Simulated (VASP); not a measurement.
# In3Ga5P8 (P1) in VASP: single point with PBEsol

Aim: the single point of In3Ga5P8 with PBEsol.

Program: VASP 6.6.1. These are calculated values, not measurements. Logs are shortened: lines on timing, memory, paths and dates and some standing lists are left out, and cuts for length are marked.

## Step 1: The cell of the first run

The typed cell holds 64 atoms: a = 11.207 Å, b = 11.207 Å, c = 11.207 Å, α = 90.00°, β = 90.00°, γ = 90.00°.

## Step 2: Single point, PBEsol

The input, INCAR:

```
SYSTEM = In3Ga5P8
ALGO = Normal ; EDIFF = 1E-6
ENCUT = 500 ; GGA = PS
GGA_COMPAT = .False. ; ISIF = 2
ISMEAR = -1 ; ISYM = -1
LASPH = .True. ; LCHARG = .True.
LELF = .True. ; LREAL = Auto
LVHAR = .True. ; LWAVE = .False.
NBANDS = 326 ; NELM = 120
PREC = Accurate ; SIGMA = 0.05
```

The input, KPOINTS:

```
explicit points
1
Reciprocal
  0.25000000   0.25000000   0.25000000 1
```

The input, POSCAR:

```
In3Ga5P8
1.0
   11.2071291631      0.0000000000      0.0000000000
    0.0000000000     11.2071291631      0.0000000000
    0.0000000000      0.0000000000     11.2071291631
Ga In P
20 12 32
Direct
    0.0014330000      0.9944280000      0.0015040000
    0.9998090000      0.9927480000      0.4969780000
    0.0050880000      0.5045430000      0.0050220000
    0.4967780000      0.9928180000      0.9998920000
    0.4993470000      0.9901700000      0.4993930000
    0.2452470000      0.2444900000      0.0042810000
    0.2478060000      0.7546140000      0.0019530000
    0.2494110000      0.7565100000      0.4970470000
    0.7525270000      0.7567300000      0.0005440000
    0.7498770000      0.7593790000      0.5002350000
    0.2473790000      0.9944480000      0.2473960000
    0.2492040000      0.9927380000      0.7518650000
    0.2452670000      0.5036580000      0.2452550000
    0.7517990000      0.9926610000      0.2493620000
    0.7491930000      0.9902800000      0.7494630000
    0.0043610000      0.2444850000      0.2453620000
    0.0018820000      0.7545800000      0.2479490000
    0.0004060000      0.7568630000      0.7526370000
    0.4969350000      0.7564480000      0.2495510000
    0.5000100000      0.7594140000      0.7499670000
    0.0035730000      0.5066010000      0.4967840000
    0.4965830000      0.5069850000      0.0037730000
    0.4981900000      0.5096720000      0.4981670000
    0.2479020000      0.2428060000      0.4959230000
    0.7545450000      0.2431350000      0.0032240000
    0.7529940000      0.2402670000      0.4982130000
    0.2487960000      0.5072270000      0.7551310000
    0.7555090000      0.5069510000      0.2490310000
    0.7535170000      0.5099920000      0.7537070000
    0.0031460000      0.2430610000      0.7548810000
    0.4959350000      0.2428220000      0.2478070000
    0.4978620000      0.2403160000      0.7530640000
    0.1244090000      0.1189890000      0.1244910000
    0.1241930000      0.1067070000      0.6242730000
    0.1251240000      0.6300090000      0.1252590000
    0.1257220000      0.6429220000      0.6256310000
    0.6242670000      0.1065560000      0.1243760000
    0.6239310000      0.1055370000      0.6241210000
    0.6258180000      0.6427230000      0.1262080000
    0.6255510000      0.6437340000      0.6257980000
    0.3607070000      0.3739560000      0.1243740000
    0.3729640000      0.3745620000      0.6250290000
    0.3722210000      0.8744780000      0.1246910000
    0.3741030000      0.8744920000      0.6247120000
    0.8892820000      0.3750280000      0.1254220000
    0.8771830000      0.3747440000      0.6255330000
    0.8772840000      0.8747050000      0.1250840000
    0.8753820000      0.8747290000      0.6249860000
    0.3740310000      0.1046570000      0.3739570000
    0.3649760000      0.1142620000      0.8836460000
    0.3651690000      0.6338840000      0.3653450000
    0.3758680000      0.6448030000      0.8760530000
    0.8836030000      0.1142670000      0.3650830000
    0.8742080000      0.1048860000      0.8744810000
    0.8761450000      0.6447590000      0.3761290000
    0.8853050000      0.6354230000      0.8853820000
    0.1244670000      0.3739630000      0.3607500000
    0.1255700000      0.3752460000      0.8891380000
    0.1246370000      0.8745610000      0.3722790000
    0.1249790000      0.8747710000      0.8773870000
    0.6250660000      0.3744170000      0.3730580000
    0.6250410000      0.3749400000      0.8774070000
    0.6246690000      0.8743790000      0.3742590000
    0.6247460000      0.8746170000      0.8756820000
```

Potentials or basis: VASP PAW PBE potentials, release 64 (Ga_d, In_d, P).

The run is started by

```console
cat potpaw_PBE.64/Ga_d/POTCAR potpaw_PBE.64/In_d/POTCAR potpaw_PBE.64/P/POTCAR > POTCAR
mpirun -np 1 vasp_std > vasp.out
```

OUTCAR:

```text
SYSTEM = In3Ga5P8
   EDIFF = 1E-6
   ENCUT = 500
   GGA = PS
   ISIF = 2
   ISMEAR = -1
   ISYM = -1
   LASPH = .True.
   LREAL = Auto
   NELM = 120
   PREC = Accurate

 ion  position               nearest neighbor table
   1  0.001  0.994  0.002-  54 2.36  60 2.38  47 2.38  33 2.40
   2  1.000  0.993  0.497-  34 2.37  59 2.38  53 2.39  48 2.40
   3  0.005  0.505  0.005-  35 2.37  58 2.37  45 2.37  56 2.40
   4  0.497  0.993  1.000-  37 2.37  43 2.38  50 2.39  64 2.40
   5  0.499  0.990  0.499-  38 2.36  49 2.37  63 2.37  44 2.37
   6  0.245  0.244  0.004-  41 2.36  58 2.37  33 2.37  50 2.40
[... 12 lines left out ...]
  19  0.497  0.756  0.250-  39 2.37  43 2.38  63 2.40  51 2.40
  20  0.500  0.759  0.750-  52 2.36  40 2.37  64 2.37  44 2.37
  21  0.004  0.507  0.497-  55 2.50  46 2.50  36 2.51  57 2.52  28 3.93  27 3.99  29 4.02
  22  0.497  0.507  0.004-  52 2.50  62 2.50  39 2.51  41 2.52  27 3.93  28 4.00  29 4.02
  23  0.498  0.510  0.498-  42 2.51  61 2.51  40 2.52  51 2.53  27 4.01  28 4.01
  24  0.248  0.243  0.496-  42 2.50  49 2.50  34 2.51  57 2.52  31 3.93  30 3.99  32 4.02
  25  0.755  0.243  0.003-  62 2.51  54 2.51  37 2.51  45 2.52  30 3.94  31 3.99  32 4.02
  26  0.753  0.240  0.498-  46 2.50  61 2.51  53 2.52  38 2.52  30 4.02  31 4.02
  27  0.249  0.507  0.755-  52 2.50  42 2.50  36 2.51  58 2.52  22 3.93  21 3.99  23 4.01
  28  0.756  0.507  0.249-  55 2.50  61 2.51  39 2.51  45 2.52  21 3.93  22 4.00  23 4.01
  29  0.754  0.510  0.754-  46 2.51  62 2.51  56 2.52  40 2.52  21 4.02  22 4.02
  30  0.003  0.243  0.755-  46 2.50  54 2.51  34 2.51  58 2.52  25 3.94  24 3.99  26 4.02
  31  0.496  0.243  0.248-  61 2.50  49 2.50  37 2.51  41 2.52  24 3.93  25 3.99  26 4.02
  32  0.498  0.240  0.753-  62 2.50  42 2.51  50 2.52  38 2.52  25 4.02  24 4.02
  33  0.124  0.119  0.124-  16 2.37   6 2.37  11 2.40   1 2.40
  34  0.124  0.107  0.624-   2 2.37  12 2.37  24 2.51  30 2.51
  35  0.125  0.630  0.125-   3 2.37  13 2.37  17 2.40   7 2.40
  36  0.126  0.643  0.626-   8 2.37  18 2.37  21 2.51  27 2.51
  37  0.624  0.107  0.124-   4 2.37  14 2.37  31 2.51  25 2.51
  38  0.624  0.106  0.624-   5 2.36  15 2.37  26 2.52  32 2.52
[... 24 lines left out ...]
  63  0.625  0.874  0.374-   5 2.37  10 2.37  14 2.40  19 2.40
  64  0.625  0.875  0.876-  20 2.37  15 2.37   4 2.40   9 2.40

IMPORTANT INFORMATION: All symmetrisations will be switched off!
NOSYMM: (Re-)initialisation of all symmetry stuff for point group C_1.

----------------------------------------------------------------------------------------

                                     Primitive cell

  volume of cell :    1407.6126

  direct lattice vectors                    reciprocal lattice vectors
    11.207129163  0.000000000  0.000000000     0.089228917  0.000000000  0.000000000
     0.000000000 11.207129163  0.000000000     0.000000000  0.089228917  0.000000000
     0.000000000  0.000000000 11.207129163     0.000000000  0.000000000  0.089228917

  length of vectors
    11.207129163 11.207129163 11.207129163     0.089228917  0.089228917  0.089228917

  position of ions in fractional coordinates (direct lattice)
     0.001433000  0.994428000  0.001504000
     0.999809000  0.992748000  0.496978000
     0.005088000  0.504543000  0.005022000
     0.496778000  0.992818000  0.999892000
     0.499347000  0.990170000  0.499393000
     0.245247000  0.244490000  0.004281000
[... 56 lines left out ...]
     0.624669000  0.874379000  0.374259000
     0.624746000  0.874617000  0.875682000

  ion indices of the primitive-cell ions
   primitive index   ion index
                 1           1
                 2           2
                 3           3
                 4           4
                 5           5
                 6           6
[... 56 lines left out ...]
                63          63
                64          64

----------------------------------------------------------------------------------------

 KPOINTS: explicit points

Read explicit list of k-points.

 Found      1 k-points:

 Following reciprocal coordinates:
            Coordinates               Weight
  0.250000  0.250000  0.250000      1.000000
   k-points           NKPTS =      1   k-points in BZ     NKDIM =      1   number of bands    NBANDS=    326
   number of dos      NEDOS =    301   number of ions     NIONS =     64
   total plane-waves  NPLWV = 592704
   dimension x,y,z NGX =    84 NGY =   84 NGZ =   84
   dimension x,y,z NGXF=   168 NGYF=  168 NGZF=  168
   ions per type =              20  12  32
   NGX,Y,Z   is equivalent  to a cutoff of  12.46, 12.46, 12.46 a.u.
   NGXF,Y,Z  is equivalent  to a cutoff of  24.92, 24.92, 24.92 a.u.
 SYSTEM =  In3Ga5P8
   PREC   = accura    normal or accurate (medium, high low for compatibility)
   ISTART =      0    job   : 0-new  1-cont  2-samecut
   ICHARG =      2    charge: 1-file 2-atom 10-const
   ISPIN  =      1    spin polarized calculation?
   LNONCOLLINEAR =      F non collinear calculations
   LSORBIT =      F    spin-orbit coupling
   LASPH  =      T    aspherical Exc in radial PAW
   ENCUT  =  500.0 eV  36.75 Ry    6.06 a.u.  20.43 20.43 20.43*2*pi/ulx,y,z
   NELM   =    120;   NELMIN=  2; NELMDL= -5     # of ELM steps
   EDIFF  = 0.1E-05   stopping-criterion for ELM
   LREAL  =      T    real-space projection
   EDIFFG = 0.1E-04   stopping-criterion for IOM
   NSW    =      0    number of steps for IOM
   IBRION =     -1    ionic relax: 0-MD 1-quasi-New 2-CG
   NFREE  =      0    steps in history (QN), initial steepest desc. (CG)
   ISIF   =      2    stress and relaxation
   ISYM   =     -1    0-nonsym 1-usesym 2-fastsym
   POTIM  = 0.5000    time-step for ionic-motion
   TEBEG  =    0.0;   TEEND  =   0.0 temperature during run
   PSTRESS=    0.0 pullay stress
   NELECT =     576.0000    total number of electrons
   NUPDOWN=      -1.0000    fix difference up-down
   EMIN   =  10.00;   EMAX   =-10.00  energy-range for DOS
   EFERMI =   0.00;   METHOD = LEGACY
   ISMEAR =    -1;   SIGMA  =   0.05  broadening in eV -4-tet -1-fermi 0-gaus
   EFERMI_NEDOS =   21; number of points for ismear=-14 and -15
   IALGO  =     38    algorithm
   IMIX   =      4    mixing-type and parameters
     AMIX     =   0.40;   BMIX     =  1.00
     AMIX_MAG =   1.60;   BMIX_MAG =  1.00
  volume/ion in A,a.u.               =      21.99       148.42
  Fermi-wavevector in a.u.,A,eV,Ry     =   1.215406  2.296784 20.098677  1.477211
  Thomas-Fermi vector in A             =   2.350794
   LORBIT       =      0    0 simple, 1 ext, 2 COOP (PROOUT), +10 PAW based schemes
   GGA     = PS    functional components
   LHFCALC =     F    Hartree Fock is set to
   AEXX    =    0.0000 exact exchange contribution
   IVDW    =     0    specifies the selected vdW correction
   LEPSILON=     F    determine dielectric tensor
   LRPA    =     F    only Hartree local field effects (RPA)
 non-spin polarized calculation
  energy-cutoff  :      500.00
  volume of cell :     1407.61
 maximum number of plane-waves:     35685
 NGX is ok and might be reduce to    84
   NGX = 41   NGY = 41   NGZ = 41

 number of electron     575.9999991 magnetization

 Free energy of the ion-electron system (eV)
  ---------------------------------------------------
  ext. energy  EPLUGINS =         0.00000000
  ---------------------------------------------------
  free energy    TOTEN  =      -306.82321503 eV

  energy without entropy =     -306.82321467  energy(sigma->0) =     -306.82321485

 E-fermi :   5.5144     XC(G=0):  -9.8194

 val. band max:        4.6912255490   @ k =   0.2500   0.2500   0.2500
 cond. band min:       6.3196953905   @ k =   0.2500   0.2500   0.2500
 fundamental gap:      1.6284698415
 Fermi energy:         5.5144143423

 k-point     1 :       0.2500    0.2500    0.2500
  band No.  band energies     occupation
      1      -9.8308      2.00000
      2      -9.8262      2.00000
      3      -9.8192      2.00000
      4      -9.8184      2.00000
      5      -9.8162      2.00000
      6      -9.8122      2.00000
[... 292 lines left out ...]
    299       7.1962      0.00000
    300       7.3750      0.00000
 [bands above 300 left out]

------------------------ aborting loop because EDIFF is reached ----------------------------------------

  FORCE on cell =-STRESS in cart. coord.  units (eV):
  Direction    XX          YY          ZZ          XY          YZ          ZX
  --------------------------------------------------------------------------------------
  -------------------------------------------------------------------------------------
  Total       -1.0244690      1.2765210     -1.0326266     -4.8364861     -4.8092468     -5.0470072
  in kB       -1.1660744      1.4529658     -1.1753596     -5.5050009     -5.4739965     -5.7446209
  external PRESSURE =      -0.2961561 kB  Pullay stress =       0.0000000 kB

 VOLUME and BASIS-vectors are now :
 -----------------------------------------------------------------------------
  energy-cutoff  :      500.00
  volume of cell :     1407.61
      direct lattice vectors                 reciprocal lattice vectors
    11.207129163  0.000000000  0.000000000     0.089228917  0.000000000  0.000000000
     0.000000000 11.207129163  0.000000000     0.000000000  0.089228917  0.000000000
     0.000000000  0.000000000 11.207129163     0.000000000  0.000000000  0.089228917

 POSITION                                       TOTAL-FORCE (eV/Angst)
 -----------------------------------------------------------------------------------
      0.01606     11.14468      0.01686        -0.011186      0.022602     -0.001664
     11.20499     11.12586      5.56970         0.001915      0.002976      0.001475
      0.05702      5.65448      0.05628         0.007222     -0.019563      0.011434
      5.56746     11.12664     11.20592         0.009568     -0.001820      0.009445
      5.59625     11.09696      5.59676         0.000535      0.023525     -0.000367
      2.74851      2.74003      0.04798        -0.002996      0.015182      0.014563
[... 56 lines left out ...]
      7.00075      9.79928      4.19437        -0.000676      0.002583     -0.008648
      7.00161      9.80195      9.81388         0.000948     -0.004496     -0.001766
 -----------------------------------------------------------------------------------
    total drift:                               -0.013561     -0.002759     -0.002300

  FREE ENERGIE OF THE ION-ELECTRON SYSTEM (eV)
  ---------------------------------------------------
  free  energy   TOTEN  =      -306.8232150306 eV

  energy  without entropy=     -306.8232146724  energy(sigma->0) =     -306.82321485
```

Wall time 13 min (1 thread of Intel Xeon 6975P-C (Granite Rapids), shared host); peak memory 1.2 GiB.

What came out:

- Free energy: -306.8232 eV
- Pressure: 0.0 GPa
- Largest force: 0.032 eV/Å
- Band gap on the k mesh: 1.63 eV

Forces in eV/Å, atoms in the order of the input:
```
Ga  -0.011  0.023 -0.002
Ga   0.002  0.003  0.001
Ga   0.007 -0.020  0.011
Ga   0.010 -0.002  0.009
Ga   0.001  0.024  0.000
Ga  -0.003  0.015  0.015
Ga   0.008 -0.014 -0.009
Ga  -0.006 -0.001  0.003
Ga  -0.013 -0.001  0.015
Ga  -0.004 -0.023  0.003
Ga   0.003  0.017  0.004
Ga  -0.006  0.004 -0.015
Ga  -0.005 -0.025 -0.004
Ga  -0.008  0.002 -0.002
Ga  -0.007  0.025 -0.004
Ga   0.008  0.012 -0.002
Ga  -0.009 -0.009  0.008
Ga   0.006 -0.002 -0.011
Ga   0.009 -0.004 -0.004
Ga   0.003 -0.014 -0.002
In   0.005 -0.019 -0.003
In  -0.005 -0.019  0.003
In   0.012 -0.015  0.010
In   0.002  0.025 -0.015
In   0.003  0.016 -0.016
In  -0.021  0.005  0.006
In   0.005 -0.018 -0.003
In  -0.006 -0.017  0.006
In  -0.015 -0.013 -0.007
In  -0.016  0.013  0.008
In  -0.015  0.028  0.005
In   0.018  0.012 -0.022
P   -0.002 -0.008 -0.008
P    0.005 -0.016  0.005
P   -0.002  0.008 -0.008
P    0.002  0.002  0.016
P   -0.002 -0.009 -0.005
P    0.007 -0.017  0.013
P    0.007  0.009 -0.014
P    0.007  0.016 -0.003
P    0.003  0.007  0.006
P   -0.021  0.003  0.000
P    0.002  0.005  0.006
P   -0.006 -0.002  0.002
P    0.000  0.003  0.003
P    0.022  0.003 -0.010
P    0.011 -0.006 -0.003
P    0.014 -0.009 -0.002
P    0.006 -0.026  0.013
P   -0.009  0.012  0.007
P    0.003  0.001 -0.005
P   -0.005  0.020  0.003
P    0.004  0.013  0.000
P    0.009 -0.017 -0.001
P   -0.006  0.018  0.000
P   -0.005 -0.003 -0.005
P   -0.004  0.004  0.007
P   -0.002 -0.009  0.007
P    0.006  0.002  0.002
P   -0.001 -0.007  0.005
P    0.001  0.008 -0.021
P    0.005 -0.010  0.012
P   -0.001  0.003 -0.009
P    0.001 -0.004 -0.002
```

Stress tensor (GPa, compression positive):
```
-0.12 -0.55 -0.57
-0.55  0.15 -0.55
-0.57 -0.55 -0.12
```

Caveat: the PAW data sets were made with another functional, which shifts forces and pressure a little; spin-orbit coupling is left out, which moves the levels of the heavy elements; a shifted mesh leaves out Γ, where band edges can lie. A k mesh can miss the band edges.
